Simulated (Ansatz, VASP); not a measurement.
**Zr2H3: VASP beside Ansatz**

```
Zr H
1.0
     1.47394    0.85098    6.83248
    -1.47394    0.85098    6.83248
     0.00000   -1.70196    6.83248
Zr H
2 3
Direct
  0.40000 0.40000 0.40000
  0.60000 0.60000 0.60000
  0.00000 0.00000 0.00000
  0.20950 0.20950 0.20950
  0.79050 0.79050 0.79050
```

Alike in both runs: task relaxation of cell and atoms; functional PBE; k mesh 6 × 6 × 6; occupations gaussian, width 0.1 eV; no spin polarisation.

|  | VASP | Ansatz |
| --- | --- | --- |
| version | VASP 6.6.1 | Ansatz 0.2.0 |
| potentials or method | VASP PAW PBE potentials, release 64 (Zr_sv, H_h), cutoff 910 eV | scalar-relativistic, plane waves, PAW |
| valence electrons in the cell | 27 | 27 |

```tsv
	VASP	Ansatz	Ansatz less VASP
gap on the k mesh at the Fermi level, each at its own relaxed structure (eV)	none	none	-
relaxed volume (Å³/atom)	12.70	12.47	-0.231
relaxed cell length with the largest relative difference (Å)	7.639	7.504	-0.1352
```

A gap of «none» marks a metal or a gap that the smearing closes.

The k mesh is coarse, so the values compare programs but aren't converged. Noted on VASP's run: the volume moved by over 15 % at a fixed basis, so the end points are rough.
